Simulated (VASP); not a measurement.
# Li2S (Fm-3m) in VASP: further runs, part 2 of 2

VASP 6.6.1. Earlier steps stand in the parts before.

### 4 Single point, PBE

This run uses another cell than the first one, of 15.36 Å³/atom, 1.053 times its volume.

The input, INCAR:

```
PREC     = Accurate       # precision mode
ENCUT    = 750            # plane-wave cutoff, eV
EDIFF    = 1E-6           # SCF threshold, eV
ISMEAR   = 0              # smearing method
SIGMA    = 0.01           # smearing width, eV
LREAL    = False          # projectors in reciprocal space
LASPH    = True           # aspherical terms in the spheres
NELM     = 120            # most SCF steps
ALGO     = Normal         # electronic algorithm
ISIF     = 2              # what is computed and relaxed
LWAVE    = False          # write WAVECAR
LCHARG   = False          # write CHGCAR
GGA      = PE             # functional
NBANDS   = 13             # bands
GGA_COMPAT= False
```

The input, KPOINTS:

```
regular mesh
0
Gamma
  4 4 4
```

The input, POSCAR:

```
Li2S
1.0
    0.0000000000      2.8452955568      2.8452955568
    2.8452955568      0.0000000000      2.8452955568
    2.8452955568      2.8452955568      0.0000000000
Li S
2 1
Direct
    0.7500000000      0.7500000000      0.7500000000
    0.2500000000      0.2500000000      0.2500000000
    0.0000000000      0.0000000000      0.0000000000
```

Potentials or basis: VASP PAW PBE potentials, release 64 (Li_sv, S).

Launch:

```bash
cat potpaw_PBE.64/Li_sv/POTCAR potpaw_PBE.64/S/POTCAR > POTCAR
mpirun -np 1 vasp_std > vasp.out
```

OUTCAR:

```text
PREC = Accurate
   ENCUT = 750
   EDIFF = 1E-6
   ISMEAR = 0
   LREAL = False
   LASPH = True
   NELM = 120
   ISIF = 2
   GGA = PE

 ion  position               nearest neighbor table
   1  0.750  0.750  0.750-   3 2.46   3 2.46   3 2.46   3 2.46
   2  0.250  0.250  0.250-   3 2.46   3 2.46   3 2.46   3 2.46
   3  0.000  0.000  0.000-   1 2.46   1 2.46   1 2.46   1 2.46   2 2.46   2 2.46   2 2.46   2 2.46

  LATTYP: Found a face centered cubic cell.
 ALAT       =     5.6905911136

  Lattice vectors:

[... 299 lines left out ...]

  FORCE on cell =-STRESS in cart. coord.  units (eV):
  Direction    XX          YY          ZZ          XY          YZ          ZX
  --------------------------------------------------------------------------------------
  -------------------------------------------------------------------------------------
  Total        0.0719502      0.0719502      0.0719502      0.0000000      0.0000000     -0.0000000
  in kB        2.5022471      2.5022471      2.5022471      0.0000000      0.0000000     -0.0000000
  external PRESSURE =       2.5022471 kB  Pullay stress =       0.0000000 kB

 VOLUME and BASIS-vectors are now :
 -----------------------------------------------------------------------------
  energy-cutoff  :      750.00
  volume of cell :       46.07
      direct lattice vectors                 reciprocal lattice vectors
     0.000000000  2.845295557  2.845295557    -0.175728669  0.175728669  0.175728669
     2.845295557  0.000000000  2.845295557     0.175728669 -0.175728669  0.175728669
     2.845295557  2.845295557  0.000000000     0.175728669  0.175728669 -0.175728669

 POSITION                                       TOTAL-FORCE (eV/Angst)
 -----------------------------------------------------------------------------------
      4.26794      4.26794      4.26794        -0.000000      0.000000     -0.000000
      1.42265      1.42265      1.42265         0.000000     -0.000000      0.000000
      0.00000      0.00000      0.00000        -0.000000      0.000000      0.000000
 -----------------------------------------------------------------------------------
    total drift:                                0.000000      0.000000      0.000000

  FREE ENERGIE OF THE ION-ELECTRON SYSTEM (eV)
  ---------------------------------------------------
  free  energy   TOTEN  =       -11.9865283092 eV

  energy  without entropy=      -11.9865283092  energy(sigma->0) =      -11.98652831
```

Wall time 18 s (1 thread of Intel Xeon 8259CL, shared host); peak memory 0.19 GiB.

Results:

- Free energy: -11.9865 eV
- Pressure: 0.3 GPa
- Band gap on the k mesh: 3.38 eV, indirect (least direct gap 4.29 eV)

Caveat: the k points lie up to 0.48 Å⁻¹ apart. As with any semilocal functional, this PBE gap is likely too small.

### 5 Single point, PBE (volume changed by +5%)

The input, INCAR:

```
PREC     = Accurate       # precision mode
ENCUT    = 750            # plane-wave cutoff, eV
EDIFF    = 1E-6           # SCF threshold, eV
ISMEAR   = 0              # smearing method
SIGMA    = 0.01           # smearing width, eV
LREAL    = F              # projectors in reciprocal space
LASPH    = T              # aspherical terms in the spheres
NELM     = 120            # most SCF steps
ALGO     = Normal         # electronic algorithm
ISIF     = 2              # what is computed and relaxed
LWAVE    = F              # write WAVECAR
LCHARG   = T              # write CHGCAR
GGA      = PE             # functional
LELF     = T              # ELF
LVHAR    = T            
NBANDS   = 13             # bands
GGA_COMPAT= F
```

KPOINTS is that of step 4.

The input, POSCAR:

```
Li2S
1.0
    0.0000000000      2.8919480380      2.8919480380
    2.8919480380      0.0000000000      2.8919480380
    2.8919480380      2.8919480380      0.0000000000
Li S
2 1
Direct
    0.7500000000      0.7500000000      0.7500000000
    0.2500000000      0.2500000000      0.2500000000
    0.0000000000      0.0000000000      0.0000000000
```

Launch:

```bash
cat potpaw_PBE.64/Li_sv/POTCAR potpaw_PBE.64/S/POTCAR > POTCAR
mpirun -np 1 vasp_std > vasp.out
```

Wall time 26 s (1 thread of Intel Xeon 8259CL, shared host); peak memory 0.22 GiB.

It converged, with:

* Free energy: -11.9777 eV
* Pressure: -1.6 GPa
* Band gap on the k mesh: 3.41 eV, indirect (least direct gap 4.04 eV)

Levels at points of the mesh, in eV from the valence-band top:
| k point | band 2 | band 3 | band 4 | band 5 | band 6 | band 7 | band 8 | band 9 | band 10 | band 11 |
| --- | --- | --- | --- | --- | --- | --- | --- | --- | --- | --- |
| (0.00, 0.00, 0.00) | -44.23 | -10.91 | 0.00 | 0.00 | 0.00 | 4.04 | 6.20 | 6.20 | 6.20 | 11.06 |
| (0.50, 0.00, 0.00) | -44.25 | -10.51 | -2.74 | -0.48 | -0.48 | 5.89 | 6.54 | 6.54 | 8.19 | 12.48 |
| (0.50, 0.50, 0.00) | -44.25 | -10.39 | -2.08 | -1.33 | -1.33 | 3.41 | 6.95 | 10.77 | 10.77 | 11.62 |

Caveat: the k points lie up to 0.47 Å⁻¹ apart; the cell differs from its parent crystal (volume changed by +5%).

### 6 Single point, PBE (volume changed by +10%)

The input, INCAR:

```
SYSTEM = Li2S
  ALGO = Normal
  EDIFF = 1E-6
  ENCUT = 750
  GGA = PE
  GGA_COMPAT = .FALSE.
  ISIF = 2
  ISMEAR = 0
  LASPH = .TRUE.
  LCHARG = .FALSE.
  LREAL = .FALSE.
  LWAVE = .FALSE.
  NBANDS = 13
  NELM = 120
  PREC = Accurate
  SIGMA = 0.01
```

The input, KPOINTS:

```
k-points
0
G
  4 4 4
  0 0 0
```

The input, POSCAR:

```
Li2S
1.0
    0.0000000000      2.9371420259      2.9371420259
    2.9371420259      0.0000000000      2.9371420259
    2.9371420259      2.9371420259      0.0000000000
Li S
2 1
Direct
    0.7500000000      0.7500000000      0.7500000000
    0.2500000000      0.2500000000      0.2500000000
    0.0000000000      0.0000000000      0.0000000000
```

Potentials or basis: VASP PAW PBE potentials, release 64 (Li_sv, S).

Launch:

```bash
cat potpaw_PBE.64/Li_sv/POTCAR potpaw_PBE.64/S/POTCAR > POTCAR
mpirun -np 1 vasp_std > vasp.out
```

OUTCAR:

```text
SYSTEM = Li2S
   EDIFF = 1E-6
   ENCUT = 750
   GGA = PE
   ISIF = 2
   ISMEAR = 0
   LASPH = .TRUE.
   LREAL = .FALSE.
   NELM = 120
   PREC = Accurate

 ion  position               nearest neighbor table
   1  0.750  0.750  0.750-   3 2.54   3 2.54   3 2.54   3 2.54
   2  0.250  0.250  0.250-   3 2.54   3 2.54   3 2.54   3 2.54
   3  0.000  0.000  0.000-   1 2.54   1 2.54   1 2.54   1 2.54   2 2.54   2 2.54   2 2.54   2 2.54

  LATTYP: Found a face centered cubic cell.
 ALAT       =     5.8742840518

  Lattice vectors:

 A1 = (   0.0000000000,   2.9371420259,   2.9371420259)
 A2 = (   2.9371420259,   0.0000000000,   2.9371420259)
 A3 = (   2.9371420259,   2.9371420259,   0.0000000000)

Analysis of symmetry for initial positions (statically):
=====================================================================
 Subroutine PRICEL returns:
 Original cell was already a primitive cell.

 Routine SETGRP: Setting up the symmetry group for a
 face centered cubic supercell.

 Subroutine GETGRP returns: Found 48 space group operations
 (whereof 48 operations were pure point group operations)
 out of a pool of 48 trial point group operations.

The static configuration has the point symmetry O_h .

Analysis of symmetry for dynamics (positions and initial velocities):
=====================================================================
 Subroutine PRICEL returns:
 Original cell was already a primitive cell.

 Routine SETGRP: Setting up the symmetry group for a
 face centered cubic supercell.

 Subroutine GETGRP returns: Found 48 space group operations
 (whereof 48 operations were pure point group operations)
 out of a pool of 48 trial point group operations.

The dynamic configuration has the point symmetry O_h .

 Subroutine INISYM returns: Found 48 space group operations
 (whereof 48 operations are pure point group operations),
 and found     1 'primitive' translations

----------------------------------------------------------------------------------------

                                     Primitive cell
[... 107 lines left out ...]
 non-spin polarized calculation
 Gauss-broadening in eV      SIGMA  =   0.01
  energy-cutoff  :      750.00
  volume of cell :       50.68
 maximum number of plane-waves:      2421
 NGX is ok and might be reduce to    40
   NGX = 19   NGY = 19   NGZ = 19

 number of electron      11.9999998 magnetization

 Free energy of the ion-electron system (eV)
  ---------------------------------------------------
  ext. energy  EPLUGINS =         0.00000000
  ---------------------------------------------------
  free energy    TOTEN  =       -11.94467007 eV

  energy without entropy =      -11.94467007  energy(sigma->0) =      -11.94467007

 E-fermi :   0.9908     XC(G=0):  -8.1673

 val. band max:        0.9421743878   @ k =   0.0000   0.0000   0.0000
 cond. band min:       4.3698262550   @ k =   0.5000   0.5000   0.0000
 fundamental gap:      3.4276518672
 Fermi energy:         0.9908448669

 k-point     1 :       0.0000    0.0000    0.0000
  band No.  band energies     occupation
      1     -43.4295      2.00000
      2     -43.3999      2.00000
      3      -9.8538      2.00000
      4       0.9422      2.00000
      5       0.9422      2.00000
      6       0.9422      2.00000
      7       4.7590      0.00000
      8       7.1099      0.00000
      9       7.1099      0.00000
     10       7.1099      0.00000
     11      11.8738      0.00000
     12      11.8738      0.00000
     13      12.8963      0.00000
[... 98 lines left out ...]
  band No.  band energies     occupation
      1     -43.4140      2.00000
      2     -43.4140      2.00000
      3      -9.3732      2.00000
      4      -0.7076      2.00000
      5      -0.7076      2.00000
      6      -0.5935      2.00000
      7       6.2893      0.00000
      8       7.9092      0.00000
      9       9.4537      0.00000
     10       9.4537      0.00000
     11      12.1465      0.00000
     12      12.1465      0.00000
     13      13.1894      0.00000

------------------------ aborting loop because EDIFF is reached ----------------------------------------

  FORCE on cell =-STRESS in cart. coord.  units (eV):
  Direction    XX          YY          ZZ          XY          YZ          ZX
  --------------------------------------------------------------------------------------
  -------------------------------------------------------------------------------------
  Total       -0.9913195     -0.9913195     -0.9913195     -0.0000000      0.0000000     -0.0000000
  in kB      -31.3414708    -31.3414708    -31.3414708     -0.0000000      0.0000000     -0.0000000
  external PRESSURE =     -31.3414708 kB  Pullay stress =       0.0000000 kB

 VOLUME and BASIS-vectors are now :
 -----------------------------------------------------------------------------
  energy-cutoff  :      750.00
  volume of cell :       50.68
      direct lattice vectors                 reciprocal lattice vectors
     0.000000000  2.937142026  2.937142026    -0.170233511  0.170233511  0.170233511
     2.937142026  0.000000000  2.937142026     0.170233511 -0.170233511  0.170233511
     2.937142026  2.937142026  0.000000000     0.170233511  0.170233511 -0.170233511

 POSITION                                       TOTAL-FORCE (eV/Angst)
 -----------------------------------------------------------------------------------
      4.40571      4.40571      4.40571        -0.000000     -0.000000      0.000000
      1.46857      1.46857      1.46857         0.000000      0.000000     -0.000000
      0.00000      0.00000      0.00000        -0.000000      0.000000     -0.000000
 -----------------------------------------------------------------------------------
    total drift:                                0.000000     -0.000000      0.000000

  FREE ENERGIE OF THE ION-ELECTRON SYSTEM (eV)
  ---------------------------------------------------
  free  energy   TOTEN  =       -11.9446700710 eV

  energy  without entropy=      -11.9446700710  energy(sigma->0) =      -11.94467007
```

Run time: 25 s. Hardware: 1 thread of Intel Xeon 8259CL, shared host; peak memory 0.23 GiB.

Results:

```yaml
Free_energy: -11.9447 eV
Pressure: -3.1 GPa
Band_gap_on_the_k_mesh: 3.43 eV, indirect (least direct gap 3.82 eV)
```

Caveat: the k points lie up to 0.46 Å⁻¹ apart; the cell differs from its parent crystal (volume changed by +10%).

### 7 Summary

```tsv
cell	gap on the mesh (eV)	pressure (GPa)
a = 3.956 Å, angles 60.0°, 3 atoms	3.35	2.6
a = 3.885 Å, angles 60.0°, 3 atoms	3.29	5.6
a = 4.024 Å, angles 60.0°, 3 atoms	3.38	0.3
a = 4.090 Å, angles 60.0°, 3 atoms	3.41	-1.6
a = 4.154 Å, angles 60.0°, 3 atoms	3.43	-3.1
```

Alike in all rows: task single point; level PBE; potentials or basis VASP PAW PBE potentials, release 64 (Li_sv, S); no spin polarisation; k mesh 4 × 4 × 4; cutoff (eV) 750; smearing gaussian 0.01 eV.

Caveats: all runs use coarse meshes.

Total energies depend on the potentials used, so only differences within one code and one set of settings carry meaning.
